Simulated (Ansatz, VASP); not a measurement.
## Two plane-wave programs on HfZr3Te8

```
CELL_PARAMETERS angstrom
3.96475 0.00040 0.00478
-1.98206 3.43753 0.00259
0.03074 0.04255 28.59096
ATOMIC_POSITIONS crystal
Zr 0.99983 0.00133 0.75149
Zr 0.99669 0.99711 0.99984
Zr 0.99864 0.99880 0.24846
Hf 0.00419 0.00311 0.50022
Te 0.33130 0.66523 0.81455
Te 0.32819 0.66183 0.06294
Te 0.32979 0.66342 0.31168
Te 0.33544 0.66715 0.56248
Te 0.66636 0.33295 0.93673
Te 0.66753 0.33448 0.18535
Te 0.67300 0.33840 0.43795
Te 0.66903 0.33619 0.68833
```

Change from the starting cell: cell x1, atoms moved at random (sigma 0.05 Å) and cell strained at random (1.5 %), then relaxed without symmetry.

Alike in both runs: functional PBE; k mesh 6 × 6 × 1; occupations gaussian, width 0.2 eV; no spin polarisation.

Ansatz relaxed the structure, and its values are those at the end. VASP's run is a single point on that final structure, the one shown.

|  | VASP | Ansatz |
| --- | --- | --- |
| version | VASP 6.6.1 | Ansatz 0.2.0 |
| potentials or method | VASP PAW PBE potentials, release 64 (Zr_sv, Hf_pv, Te), cutoff 520 eV | scalar-relativistic, plane waves, PAW |
| valence electrons in the cell | 94 | 190 |

Ansatz gave:

| Quantity | Value |
| --- | --- |
| gap on the k mesh at the Fermi level (eV) | none |
| pressure (GPa) | 0.0 |
| rms of the force components (eV/Å) | 0.009 |

Task: Which values does VASP return?

Result: gap on the k mesh at the Fermi level (eV): none; pressure (GPa): 0.0; rms of the force components (eV/Å): 0.011.

A gap of «none» marks a metal or a gap that the smearing closes. With one functional, cell and mesh, what is left measures potentials, basis and numerics. VASP's potentials hold 94 valence electrons a cell and Ansatz's 190, so a difference there can come from the potentials and not from the codes.

Neither program's run includes spin-orbit coupling.
